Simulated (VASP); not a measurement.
The system is Bi2Se3.

```xyz
5
Lattice="7.9199 0.0000 0.0000 -3.9599 6.8588 0.0000 0.0000 0.0000 3.1908" Properties=species:S:1:pos:R:3 pbc="T T T"
Bi    0.0000    4.5725    1.5954
Bi    3.9599    2.2863    1.5954
Se    2.2665    0.0000    1.5954
Se   -1.1332    1.9628    1.5954
Se    2.8267    4.8960    1.5954
```

The cell was built from a structure type or drawn by symmetry, and may not be a known phase.

```yaml
Program: VASP 6.6.1
Task: relaxation of cell and atoms
Functional: PBE
Potentials_or_basis: VASP PAW PBE potentials, release 64 (Bi_d, Se)
Cutoff: 600 eV
k_mesh: 3 × 3 × 6
Occupations: gaussian, width 0.1 eV
Spin: no spin polarisation
```

At the start: pressure 0.4 GPa; volume 34.67 Å³/atom.

Task: Where does the relaxation end?

Result: Over 20 steps the energy falls by 27.0 meV/atom and the volume is 31.15 Å³/atom (-10.1 %); space group P-62m (No. 189, to 0.1 Å) before and after.

Step by step:
| step | energy change (eV) | largest force (eV/Å) | pressure (GPa) | volume (Å³) |
| --- | --- | --- | --- | --- |
| 1 | 0.0000 | 0.1644 | 0.36 | 173.33 |
| 2 | -0.0056 | 0.1004 | -0.23 | 175.26 |
| 3 | -0.0056 | 0.0970 | -0.26 | 175.37 |
| 4 | -0.0096 | 0.1130 | -0.24 | 174.65 |
| 5 | -0.0205 | 0.1661 | -0.14 | 172.48 |
| 6 | -0.0322 | 0.2911 | 0.18 | 168.13 |
| 7 | -0.0336 | 0.2926 | 0.18 | 167.95 |
| 8 | -0.0376 | 0.2955 | 0.17 | 167.43 |
| 9 | -0.0456 | 0.3019 | 0.16 | 166.39 |
| 10 | -0.0611 | 0.3115 | 0.17 | 164.32 |
| 11 | -0.0867 | 0.3049 | 0.27 | 160.20 |
| 12 | -0.0564 | 0.0883 | 1.16 | 152.06 |
| 13 | -0.0906 | 0.2962 | 0.44 | 158.23 |
| 14 | -0.1181 | 0.1517 | 0.12 | 157.32 |
| 15 | -0.1305 | 0.0261 | -0.18 | 156.24 |
| 16 | -0.1305 | 0.0335 | -0.21 | 156.19 |
| 17 | -0.1328 | 0.0174 | -0.08 | 155.89 |
| 18 | -0.1344 | 0.0116 | 0.19 | 155.32 |
| 19 | -0.1344 | 0.0094 | 0.18 | 155.36 |
| 20 | -0.1348 | 0.0069 | 0.06 | 155.76 |

Final structure:
```
CELL_PARAMETERS angstrom
7.45008 0.00000 0.00000
-3.72504 6.45195 0.00000
0.00000 0.00000 3.24043
ATOMIC_POSITIONS crystal
Bi 0.33333 0.66667 0.50000
Bi 0.66667 0.33333 0.50000
Se 0.24664 0.00000 0.50000
Se 0.00000 0.24664 0.50000
Se 0.75336 0.75336 0.50000
```
